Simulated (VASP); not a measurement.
A run of VASP 6.6.1 is set up as follows.

INCAR

```
SYSTEM = C
PREC = Accurate
ENCUT = 520
EDIFF = 1E-6
ISMEAR = -1
SIGMA = 0.08
LREAL = .False.
LASPH = .True.
NELM = 100
ALGO = Normal
ISIF = 2
LWAVE = .False.
LCHARG = .False.
GGA = PE
NBANDS = 11
```

KPOINTS

```
Automatic mesh
0
Gamma
  20 20 20
  0 0 0
```

File POSCAR:

```
C
1.0
    0.0000000000      1.7655660000      1.7834000000
    1.7655660000      0.0000000000      1.7834000000
    1.7655660000      1.7655660000      0.0000000000
C
2
Direct
    0.5000000000      0.5000000000      0.5000000000
    0.7500000000      0.7500000000      0.7500000000
```

Potentials or basis: VASP PAW PBE potentials, release 64 (C).

Run with:

```bash
$ cat potpaw_PBE.64/C/POTCAR > POTCAR
$ mpirun -np 1 vasp_std > vasp.out
```

(1) What does it give for the band gap on the k mesh?

(2) Predict the pressure.

Answers

(1) 4.05 eV, indirect (least direct gap 5.55 eV).

(2) 11.7 GPa.

Caveat: the cell differs from its parent crystal (equal xx and yy strain of -1 %).
